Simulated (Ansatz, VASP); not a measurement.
**MgB2: VASP beside Ansatz**

```
Mg B
1.0
     3.08500    0.00000    0.00000
    -1.54250    2.67169    0.00000
     0.00000    0.00000    3.52300
Mg B
1 2
Direct
  0.00000 0.00000 0.00000
  0.66667 0.33333 0.50000
  0.33333 0.66667 0.50000
```

Alike in both runs: task relaxation of cell and atoms; functional PBEsol; k mesh 10 × 10 × 8; occupations fermi-dirac, width 0.05 eV; no spin polarisation.

```csv
,VASP,Ansatz
version,VASP 6.6.1,Ansatz 0.2.0
potentials or method,"VASP PAW PBE potentials, release 64 (Mg, B), cutoff 600 eV","all-electron LAPW, scalar-relativistic"
```

Ansatz gave:

| Property | Result |
| --- | --- |
| relaxed volume (Å³/atom) | 9.47 |
| relaxed cell length with the largest relative difference (Å) | 3.483 |

Question: What did VASP give for the same quantities?

Answer: Relaxed volume (Å³/atom): 9.47; relaxed cell length with the largest relative difference (Å): 3.480.

VASP's potentials were made for PBE, not for PBEsol. Ansatz ran all-electron here, and VASP with PAW potentials.
